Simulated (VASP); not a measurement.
# SrTiO (P4/mmm) in VASP: relaxation of cell and atoms with PBE

Aim: the relaxation of cell and atoms of SrTiO with PBE.

All numbers are computed with VASP 6.6.1; they aren't measurements. Logs are shortened: lines on timing, memory, paths and dates and some standing lists are left out, and cuts for length are marked.

**1. The cell of the first run**

It takes space group P4/mmm (No. 123, tetragonal). Conventional cell: a = 2.970 Å, b = 2.970 Å, c = 7.026 Å, α = 90.00°, β = 90.00°, γ = 90.00°. Within 3.9 Å of Sr (site symmetry 4/mmm) lie 4 Sr at 2.97 Å and 2 Ti at 3.51 Å. Within 2.8 Å of Ti (site symmetry 4/mmm) lie 4 O at 2.10 Å. O (site symmetry 4/mmm) has 4 Ti at 2.10 Å within 2.8 Å.

**2. Relaxation of cell and atoms, PBE**

Input file INCAR:

```
SYSTEM = SrTiO
  PREC = Accurate
  ENCUT = 600
  EDIFF = 1E-6
  ISMEAR = 0
  SIGMA = 0.1
  LREAL = .False.
  LASPH = .True.
  NELM = 60
  ALGO = Normal
  ISIF = 3
  LWAVE = .False.
  LCHARG = .False.
  GGA = PE
  IBRION = 2
  NSW = 100
  EDIFFG = -0.01
```

Input file KPOINTS:

```
Automatic mesh
0
Gamma
  16 16 8
  0 0 0
```

Input file POSCAR:

```
SrTiO
1.0
    2.9698192203      0.0000000000      0.0000000000
    0.0000000000      2.9698192203      0.0000000000
    0.0000000000      0.0000000000      7.0264755474
Sr Ti O
1 1 1
Direct
    0.5000000000      0.5000000000      0.5000000000
    0.5000000000      0.5000000000      0.0000000000
    0.0000000000      0.0000000000      0.0000000000
```

Potentials or basis: VASP PAW PBE potentials, release 64 (Sr_sv, Ti_sv, O).

On the command line:

```sh
cat potpaw_PBE.64/Sr_sv/POTCAR potpaw_PBE.64/Ti_sv/POTCAR potpaw_PBE.64/O/POTCAR > POTCAR
mpirun -np 1 vasp_std > vasp.out
```

OUTCAR:

```text
SYSTEM = SrTiO
   PREC = Accurate
   ENCUT = 600
   EDIFF = 1E-6
   ISMEAR = 0
   LREAL = .False.
   LASPH = .True.
   NELM = 60
   ISIF = 3
   GGA = PE
   IBRION = 2
   NSW = 100
   EDIFFG = -0.01

 ion  position               nearest neighbor table
   1  0.500  0.500  0.500-   2 3.51   2 3.51
   2  0.500  0.500  0.000-   3 2.10   3 2.10   3 2.10   3 2.10   1 3.51   1 3.51
   3  0.000  0.000  0.000-   2 2.10   2 2.10   2 2.10   2 2.10

  LATTYP: Found a simple tetragonal cell.
 ALAT       =     2.9698192203
 C/A-ratio  =     2.3659606953

  Lattice vectors:

 A1 = (   2.9698192203,   0.0000000000,   0.0000000000)
 A2 = (   0.0000000000,   2.9698192203,   0.0000000000)
 A3 = (   0.0000000000,   0.0000000000,   7.0264755474)

Analysis of symmetry for initial positions (statically):
=====================================================================
 Subroutine PRICEL returns:
 Original cell was already a primitive cell.

 Routine SETGRP: Setting up the symmetry group for a
 simple tetragonal supercell.

 Subroutine GETGRP returns: Found 16 space group operations
 (whereof 16 operations were pure point group operations)
 out of a pool of 16 trial point group operations.

The static configuration has the point symmetry D_4h.

Analysis of symmetry for dynamics (positions and initial velocities):
=====================================================================
 Subroutine PRICEL returns:
 Original cell was already a primitive cell.

 Routine SETGRP: Setting up the symmetry group for a
 simple tetragonal supercell.

 Subroutine GETGRP returns: Found 16 space group operations
 (whereof 16 operations were pure point group operations)
 out of a pool of 16 trial point group operations.

The dynamic configuration has the point symmetry D_4h.

 Subroutine INISYM returns: Found 16 space group operations
 (whereof 16 operations are pure point group operations),
 and found     1 'primitive' translations

----------------------------------------------------------------------------------------

                                     Primitive cell

  volume of cell :      61.9723

  direct lattice vectors                    reciprocal lattice vectors
     2.969819220  0.000000000  0.000000000     0.336720832  0.000000000  0.000000000
     0.000000000  2.969819220  0.000000000     0.000000000  0.336720832  0.000000000
     0.000000000  0.000000000  7.026475547     0.000000000  0.000000000  0.142318861

  length of vectors
[... 89 lines left out ...]
   NFREE  =      1    steps in history (QN), initial steepest desc. (CG)
   ISIF   =      3    stress and relaxation
   ISYM   =      2    0-nonsym 1-usesym 2-fastsym
   POTIM  = 0.5000    time-step for ionic-motion
   TEBEG  =    0.0;   TEEND  =   0.0 temperature during run
   PSTRESS=    0.0 pullay stress
   NELECT =      28.0000    total number of electrons
   NUPDOWN=      -1.0000    fix difference up-down
   EMIN   =  10.00;   EMAX   =-10.00  energy-range for DOS
   EFERMI =   0.00;   METHOD = LEGACY
   ISMEAR =     0;   SIGMA  =   0.10  broadening in eV -4-tet -1-fermi 0-gaus
   EFERMI_NEDOS =   21; number of points for ismear=-14 and -15
   IALGO  =     38    algorithm
   IMIX   =      4    mixing-type and parameters
     AMIX     =   0.40;   BMIX     =  1.00
     AMIX_MAG =   1.60;   BMIX_MAG =  1.00
  volume/ion in A,a.u.               =      20.66       139.40
  Fermi-wavevector in a.u.,A,eV,Ry     =   1.256208  2.373889 21.470800  1.578059
  Thomas-Fermi vector in A             =   2.389927
   LORBIT       =      0    0 simple, 1 ext, 2 COOP (PROOUT), +10 PAW based schemes
   GGA     = PE    functional components
   LHFCALC =     F    Hartree Fock is set to
   AEXX    =    0.0000 exact exchange contribution
   IVDW    =     0    specifies the selected vdW correction
   LEPSILON=     F    determine dielectric tensor
   LRPA    =     F    only Hartree local field effects (RPA)
 conjugate gradient relaxation of ions
 non-spin polarized calculation
 Gauss-broadening in eV      SIGMA  =   0.10
  energy-cutoff  :      600.00
  volume of cell :       61.97
 maximum number of plane-waves:      2096
 NGX is ok and might be reduce to    24
   NGX = 11   NGY = 11   NGZ = 29

--------------------------------------- Ionic step        1  -------------------------------------------

 number of electron      27.9999990 magnetization

 Free energy of the ion-electron system (eV)
  ---------------------------------------------------
  ext. energy  EPLUGINS =         0.00000000
  ---------------------------------------------------
  free energy    TOTEN  =       -16.76868570 eV

  energy without entropy =      -16.74510076  energy(sigma->0) =      -16.75689323

------------------------ aborting loop because EDIFF is reached ----------------------------------------

  FORCE on cell =-STRESS in cart. coord.  units (eV):
  Direction    XX          YY          ZZ          XY          YZ          ZX
  --------------------------------------------------------------------------------------
  -------------------------------------------------------------------------------------
  Total        0.3532489      0.3532489      0.2392989      0.0000000     -0.0000000      0.0000000
  in kB        9.1325871      9.1325871      6.1866237      0.0000000     -0.0000000      0.0000000
  external PRESSURE =       8.1505993 kB  Pullay stress =       0.0000000 kB
[... 135 lines left out ...]
--------------------------------------- Ionic step        5  -------------------------------------------

 number of electron      27.9999999 magnetization

 Free energy of the ion-electron system (eV)
  ---------------------------------------------------
  ext. energy  EPLUGINS =         0.00000000
  ---------------------------------------------------
  free energy    TOTEN  =       -16.77162622 eV

  energy without entropy =      -16.74757024  energy(sigma->0) =      -16.75959823

 E-fermi :   4.8318     XC(G=0):  -9.6139

 val. band max:        4.8296346155   @ k =   0.3750   0.0625   0.3750
 cond. band min:       4.8360011077   @ k =   0.3125   0.3125   0.2500
 fundamental gap:      0.0063664923
 Fermi energy:         4.8318441553

 k-point     1 :       0.0000    0.0000    0.0000
  band No.  band energies     occupation
      1     -53.0601      2.00000
      2     -31.6966      2.00000
      3     -29.2275      2.00000
      4     -29.2275      2.00000
      5     -29.2111      2.00000
      6     -15.3590      2.00000
[... 481 lines left out ...]
      5     -29.1749      2.00000
      6     -14.7868      2.00000
[... 10 lines left out ...]
     17       6.2542      0.00000
     18       6.5495      0.00000

 [... further k-points ...]
[... 5 lines left out ...]
  --------------------------------------------------------------------------------------
  -------------------------------------------------------------------------------------
  Total       -0.0011531     -0.0011531     -0.0252581      0.0000000     -0.0000000      0.0000000
  in kB       -0.0291564     -0.0291564     -0.6386477      0.0000000     -0.0000000      0.0000000
  external PRESSURE =      -0.2323202 kB  Pullay stress =       0.0000000 kB
[... 18 lines left out ...]
  FREE ENERGIE OF THE ION-ELECTRON SYSTEM (eV)
  ---------------------------------------------------
  free  energy   TOTEN  =       -16.7716262153 eV

  energy  without entropy=      -16.7475702366  energy(sigma->0) =      -16.75959823

 reached required accuracy - stopping structural energy minimisation
```

OSZICAR:

```text
N       E                     dE             d eps       ncg     rms          rms(c)
DAV:   1     0.292905128720E+03    0.29291E+03   -0.15517E+04  8100   0.178E+03
[... 53 lines left out ...]
DAV:   3    -0.167752147535E+02    0.46140E-01   -0.19123E-01 11364   0.188E+00    0.409E-01
DAV:   4    -0.167717653164E+02    0.34494E-02   -0.16235E-02 13630   0.971E-01    0.283E-01
DAV:   5    -0.167716416607E+02    0.12366E-03   -0.39103E-03 12064   0.376E-01    0.299E-01
DAV:   6    -0.167715981824E+02    0.43478E-04   -0.13939E-03 12824   0.151E-01    0.622E-02
DAV:   7    -0.167716273922E+02   -0.29210E-04   -0.27832E-04 15048   0.972E-02    0.290E-02
DAV:   8    -0.167716264928E+02    0.89941E-06   -0.13629E-05  9476   0.253E-02    0.600E-03
DAV:   9    -0.167716262153E+02    0.27749E-06   -0.11835E-06  6542   0.958E-03
   5 F= -.16771626E+02 E0= -.16759598E+02  d E =-.876963E-03
```

CONTCAR:

```text
SrTiO
   1.00000000000000
     2.9813651317844547    0.0000000000000000    0.0000000000000000
     0.0000000000000000    2.9813651317844547   -0.0000000000000000
    -0.0000000000000000   -0.0000000000000000    7.1288375230739920
  Sr              Ti              O
     1     1     1
Direct
     0.5000000000000000    0.5000000000000000    0.5000000000000000
     0.5000000000000000    0.5000000000000000    0.0000000000000000
     0.0000000000000000    0.0000000000000000    0.0000000000000000

  0.00000000E+00  0.00000000E+00  0.00000000E+00
  0.00000000E+00  0.00000000E+00  0.00000000E+00
  0.00000000E+00  0.00000000E+00  0.00000000E+00
```

Wall time 11 min (1 thread of Intel Xeon 6975P-C, shared host); peak memory 0.49 GiB.

What came out:

```
Free energy                            : -16.7716 eV
Relaxed volume                         : 21.12 Å³/atom
Relaxed cell                           : a = 2.981 Å, b = 2.981 Å, c = 7.129 Å, α = 90.00°, β = 90.00°, γ = 90.00°
Space group after relaxing (to 0.05 Å) : P4/mmm (No. 123)
Energy gained by relaxing              : 1.0 meV/atom
Ionic steps                            : 5
Pressure after relaxing                : 0.0 GPa
Band gap on the k mesh                 : zero (band 14 reaches 5.30 eV, above the bottom of band 15 at 3.19 eV)
```

Step by step:
```
step  energy change (eV)  largest force (eV/Å)  pressure (GPa)  volume (Å³)
   1              0.0000                0.0000            0.82        61.97
   2             -0.0020                0.0000           -0.10        62.92
   3             -0.0021                0.0000            0.04        62.76
   4             -0.0026                0.0000            0.04        62.93
   5             -0.0029                0.0000           -0.02        63.36
```

Final structure:
```xyz
3
Lattice="2.9814 0.0000 0.0000 0.0000 2.9814 0.0000 0.0000 0.0000 7.1288" Properties=species:S:1:pos:R:3 pbc="T T T"
Sr    1.4907    1.4907    3.5644
Ti    1.4907    1.4907    0.0000
O     0.0000    0.0000    0.0000
```
